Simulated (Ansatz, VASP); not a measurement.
**Nb in VASP and in Ansatz**

```
Nb
1.0
     2.60706    0.00000    0.00000
     0.00000    2.60706    0.00000
     0.00000    0.00000    2.60706
Nb
1
Direct
  0.00000 0.00000 0.00000
```

Alike in both runs: task single point; functional PBE; k mesh 13 × 13 × 13; occupations fermi-dirac, width 0.1 eV; no spin polarisation.

```csv
,VASP,Ansatz
version,VASP 6.6.1,Ansatz 0.2.0
potentials or method,"VASP PAW PBE potentials, release 64 (Nb_sv), cutoff 520 eV","plane waves (420 eV) with PAW, scalar-relativistic"
valence electrons in the cell,13,13
```

Ansatz gave:

```
pressure (GPa) : 21.0
```

Task: What did VASP give for the same quantities?

Result: Pressure (GPa): 20.9.

The functional is the same, so the differences come from potentials, cutoffs and numerics.
